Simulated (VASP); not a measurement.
# Hf (P-1) in VASP: relaxation of cell and atoms with LDA

Aim: the relaxation of cell and atoms of Hf with LDA.

All numbers are computed with VASP 6.6.1; they aren't measurements. Logs are shortened: lines on timing, memory, paths and dates and some standing lists are left out, and cuts for length are marked.

**1. The cell of the first run**

The typed cell holds 1 atom: a = 2.880 Å, b = 3.093 Å, c = 3.172 Å, α = 104.64°, β = 108.16°, γ = 109.13°.

**2. Relaxation of cell and atoms, LDA**

INCAR reads:

```
PREC     = Accurate       # precision mode
ENCUT    = 600            # plane-wave cutoff, eV
EDIFF    = 1E-6           # SCF threshold, eV
ISMEAR   = -1             # smearing method
SIGMA    = 0.05           # smearing width, eV
LREAL    = F              # projectors in reciprocal space
LASPH    = T              # aspherical terms in the spheres
NELM     = 80             # most SCF steps
ALGO     = Fast           # electronic algorithm
ISIF     = 3              # what is computed and relaxed
LWAVE    = F              # write WAVECAR
LCHARG   = F              # write CHGCAR
GGA      = CA             # functional
IBRION   = 2              # ionic algorithm
NSW      = 60             # ionic steps
EDIFFG   = -0.01          # ionic threshold
```

KPOINTS reads:

```
regular mesh
0
Gamma
  11 10 10
```

POSCAR reads:

```
Hf
1.0
   -1.6949996300      1.6521226200      1.6409087300
    1.8764833500     -1.6515503200      1.8218201500
    1.9410572400      1.8976079200     -1.6403364300
Hf
1
Direct
    0.0000000000      0.0000000000      0.0000000000
```

Potentials or basis: VASP PAW LDA potentials, release 64 (Hf_pv).

Command:

```console
> cat potpaw_LDA.64/Hf_pv/POTCAR > POTCAR
> mpirun -np 1 vasp_std > vasp.out
```

OUTCAR:

```text
PREC = Accurate
   ENCUT = 600
   EDIFF = 1E-6
   ISMEAR = -1
   LREAL = F
   LASPH = T
   NELM = 80
   ISIF = 3
   GGA = CA
   IBRION = 2
   NSW = 60
   EDIFFG = -0.01

 ion  position               nearest neighbor table
   1  0.000  0.000  0.000-

  LATTYP: Found a triclinic cell.
 ALAT       =     6.0701151827
 B/A-ratio  =     0.5712381721
 C/A-ratio  =     0.5861912467
 COS(alpha) =     0.0039445654
 COS(beta)  =     0.3384422837
 COS(gamma) =     0.8894033219

  Lattice vectors:

 A1 = (  -2.3040246800,  -1.8987525200,  -5.2851213300)
 A2 = (  -0.1814837200,  -0.0005723000,  -3.4627288800)
 A3 = (  -0.2460576100,  -3.5497305400,  -0.0005723000)

Analysis of symmetry for initial positions (statically):
=====================================================================
 Subroutine PRICEL returns:
 Original cell was already a primitive cell.

 Routine SETGRP: Setting up the symmetry group for a
 triclinic supercell.

 Subroutine GETGRP returns: Found  2 space group operations
 (whereof  2 operations were pure point group operations)
 out of a pool of  2 trial point group operations.

The static configuration has the point symmetry S_2 .

Analysis of symmetry for dynamics (positions and initial velocities):
=====================================================================
 Subroutine PRICEL returns:
 Original cell was already a primitive cell.

 Routine SETGRP: Setting up the symmetry group for a
 triclinic supercell.

 Subroutine GETGRP returns: Found  2 space group operations
 (whereof  2 operations were pure point group operations)
 out of a pool of  2 trial point group operations.

The dynamic configuration has the point symmetry S_2 .

 Subroutine INISYM returns: Found  2 space group operations
 (whereof  2 operations are pure point group operations),
 and found     1 'primitive' translations

----------------------------------------------------------------------------------------

                                     Primitive cell

  volume of cell :      23.2989

  direct lattice vectors                    reciprocal lattice vectors
    -1.694999630  1.652122620  1.640908730    -0.032104643  0.283890107  0.290425279
     1.876483350 -1.651550320  1.821820150     0.249962171 -0.017371142  0.275691777
     1.941057240  1.897607920 -1.640336430     0.245501668  0.264696101 -0.012910639

  length of vectors
     2.880124018  3.093192021  3.171643522     0.407395561  0.372543687  0.361250301

[... 109 lines left out ...]
 conjugate gradient relaxation of ions
 non-spin polarized calculation
 RMM-DIIS sequential band-by-band and
  energy-cutoff  :      600.00
  volume of cell :       23.30
 maximum number of plane-waves:       789
   NGX = 11   NGY = 13   NGZ = 13

--------------------------------------- Ionic step        1  -------------------------------------------

 number of electron      10.0000000 magnetization

 Free energy of the ion-electron system (eV)
  ---------------------------------------------------
  ext. energy  EPLUGINS =         0.00000000
  ---------------------------------------------------
  free energy    TOTEN  =       -10.37761357 eV

  energy without entropy =      -10.36285087  energy(sigma->0) =      -10.37023222

------------------------ aborting loop because EDIFF is reached ----------------------------------------

  FORCE on cell =-STRESS in cart. coord.  units (eV):
  Direction    XX          YY          ZZ          XY          YZ          ZX
  --------------------------------------------------------------------------------------
  -------------------------------------------------------------------------------------
  Total       -1.5157992     -1.5937838     -1.7682367     -0.6098676     -0.1982167     -0.4361430
  in kB     -104.2358788   -109.5985931   -121.5950656    -41.9383305    -13.6306272    -29.9919362
  external PRESSURE =    -111.8098458 kB  Pullay stress =       0.0000000 kB
[... 86 lines left out ...]
  FREE ENERGIE OF THE ION-ELECTRON SYSTEM (eV)
  ---------------------------------------------------
  free  energy   TOTEN  =       -10.5174941852 eV

  energy  without entropy=      -10.5054782794  energy(sigma->0) =      -10.51148623

[... ionic steps 4 to 39 ...]

--------------------------------------- Ionic step       40  -------------------------------------------

 number of electron       9.9999999 magnetization

------------------------ aborting loop because EDIFF is reached ----------------------------------------
[... 65 lines left out ...]
--------------------------------------- Ionic step       42  -------------------------------------------

 number of electron       9.9999999 magnetization

 Free energy of the ion-electron system (eV)
  ---------------------------------------------------
  ext. energy  EPLUGINS =         0.00000000
  ---------------------------------------------------
  free energy    TOTEN  =       -10.59517246 eV

  energy without entropy =      -10.58483208  energy(sigma->0) =      -10.59000227

 E-fermi :   5.1391     XC(G=0): -11.8666

 val. band max:        5.1359934080   @ k =  -0.2727   0.5000   0.1000
 cond. band min:       5.1412982902   @ k =   0.0909   0.2000   0.1000
 fundamental gap:      0.0053048822
 Fermi energy:         5.1390905052

 k-point     1 :       0.0000    0.0000    0.0000
  band No.  band energies     occupation
      1     -24.3080      2.00000
      2     -24.2912      2.00000
      3     -24.2211      2.00000
      4      -2.1692      2.00000
      5       5.2916      0.09036
      6       7.5772      0.00000
      7       7.6793      0.00000
      8       7.8194      0.00000
      9      10.9321      0.00000
[... 265 lines left out ...]
 k-point    24 :      -0.4545    0.2000   -0.0000
  band No.  band energies     occupation
      1     -25.1296      2.00000
      2     -24.6961      2.00000
      3     -24.3842      2.00000
      4       2.0785      2.00000
      5       4.3282      2.00000
      6       5.2523      0.18832
      7       9.2409      0.00000
      8       9.7032      0.00000
      9      12.6618      0.00000

 [... further k-points ...]

------------------------ aborting loop because EDIFF is reached ----------------------------------------

  FORCE on cell =-STRESS in cart. coord.  units (eV):
  Direction    XX          YY          ZZ          XY          YZ          ZX
  --------------------------------------------------------------------------------------
  -------------------------------------------------------------------------------------
  Total        0.0005607      0.0051197      0.0007264     -0.0024528     -0.0030939     -0.0036843
  in kB        0.0438299      0.4002011      0.0567833     -0.1917319     -0.2418462     -0.2880017
  external PRESSURE =       0.1669381 kB  Pullay stress =       0.0000000 kB
[... 16 lines left out ...]
  FREE ENERGIE OF THE ION-ELECTRON SYSTEM (eV)
  ---------------------------------------------------
  free  energy   TOTEN  =       -10.5951724597 eV

  energy  without entropy=      -10.5848320843  energy(sigma->0) =      -10.59000227

 reached required accuracy - stopping structural energy minimisation
```

Run time: 14 min. Hardware: 1 thread of Intel Xeon 6975P-C (Granite Rapids), shared host; peak memory 0.34 GiB.

Results:

| Item | Value |
| --- | --- |
| Free energy | -10.5952 eV |
| Relaxed volume | 20.50 Å³/atom |
| Relaxed cell | a = 3.013 Å, b = 3.005 Å, c = 2.996 Å, α = 104.47°, β = 105.57°, γ = 118.68° |
| Space group after relaxing (to 0.05 Å) | Immm (No. 71) |
| Energy gained by relaxing | 217.6 meV/atom |
| Ionic steps | 42 |
| Pressure after relaxing | 0.0 GPa |
| Band gap on the k mesh | zero (band 5 reaches 5.96 eV, above the bottom of band 6 at 4.54 eV) |

Step by step:
| step | energy change (eV) | largest force (eV/Å) | pressure (GPa) | volume (Å³) |
| --- | --- | --- | --- | --- |
| 1 | 0.0000 | 0.0000 | -11.18 | 23.30 |
| 3 | -0.1399 | 0.0000 | 1.67 | 20.25 |
| 5 | -0.1838 | 0.0000 | 1.39 | 20.26 |
| 7 | -0.1947 | 0.0000 | -1.56 | 20.82 |
| 9 | -0.2004 | 0.0000 | -2.53 | 21.00 |
| 11 | -0.2144 | 0.0000 | -0.88 | 20.68 |
| 13 | -0.2154 | 0.0000 | 0.33 | 20.45 |
| 15 | -0.2166 | 0.0000 | 0.01 | 20.51 |
| 17 | -0.2166 | 0.0000 | -0.01 | 20.51 |
| 19 | -0.2166 | 0.0000 | -0.02 | 20.51 |
| 21 | -0.2166 | 0.0000 | 0.12 | 20.48 |
| 23 | -0.2167 | 0.0000 | 0.27 | 20.46 |
| 25 | -0.2167 | 0.0000 | 0.19 | 20.47 |
| 27 | -0.2167 | 0.0000 | 0.13 | 20.48 |
| 29 | -0.2169 | 0.0000 | -0.03 | 20.51 |
| 31 | -0.2171 | 0.0000 | -0.34 | 20.56 |
| 33 | -0.2171 | 0.0000 | -0.34 | 20.56 |
| 35 | -0.2171 | 0.0000 | -0.34 | 20.56 |
| 37 | -0.2173 | 0.0000 | -0.19 | 20.53 |
| 39 | -0.2173 | 0.0000 | 0.65 | 20.39 |
| 41 | -0.2175 | 0.0000 | 0.23 | 20.46 |
| 42 | -0.2176 | 0.0000 | 0.02 | 20.50 |

Final structure:
```xyz
1
Lattice="-1.8292 1.8291 1.5445 1.8405 -1.8226 1.5244 1.8351 1.8050 -1.5332" Properties=species:S:1:pos:R:3 pbc="T T T"
Hf    0.0000    0.0000    0.0000
```

Caveat: spin-orbit coupling is left out, which moves the levels of the heavy elements; the volume moved by -12 % from the deposited cell, more than functionals usually miss. Zero-point motion and thermal expansion aren't in these numbers.
